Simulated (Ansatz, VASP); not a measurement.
# Al2O3: VASP beside Ansatz

```
Al O
1.0
     4.49009    0.00000    0.00000
     0.00000    9.89706    0.00000
     0.00000    0.00000    2.99543
Al O
4 6
Cartesian
  1.8632 3.2739 1.4977
  2.6269 6.6231 1.4977
  4.1082 1.6746 0.0000
  0.3818 8.2225 0.0000
  3.2896 2.2031 1.4977
  0.0000 0.0000 0.0000
  3.4455 7.1516 0.0000
  1.0446 2.7454 0.0000
  1.2004 7.6940 1.4977
  2.2450 4.9485 1.4977
```

Change from the starting cell: strain -0.0300 x Voigt [1, -1, 0, 0, 0, 0], atoms carried along.

Alike in both runs: task single point; functional r2SCAN; k mesh 6 × 4 × 8; occupations gaussian, width 0.05 eV; no spin polarisation.

|  | VASP | Ansatz |
| --- | --- | --- |
| version | VASP 6.6.1 | Ansatz 0.2.0 |
| potentials or method | VASP PAW PBE potentials, release 64 (Al, O), cutoff 520 eV | scalar-relativistic, plane waves, PAW |
| valence electrons in the cell | 48 | 48 |

```csv
,VASP,Ansatz,Ansatz less VASP
gap on the k mesh at the Fermi level (eV),3.81,3.80,-0.001
least direct gap on the mesh (eV),3.81,3.80,-0.001
pressure (GPa),-1.7,-1.6,+0.09
"traceless stress, the component that is largest in VASP (GPa)",-8.38,-8.54,-0.164
rms of the force components (eV/Å),0.478,0.490,+0.0115
```

VASP's potentials were made for PBE, not for r2SCAN. Atom by atom the forces differ by 0.012 eV/Å (rms over components).
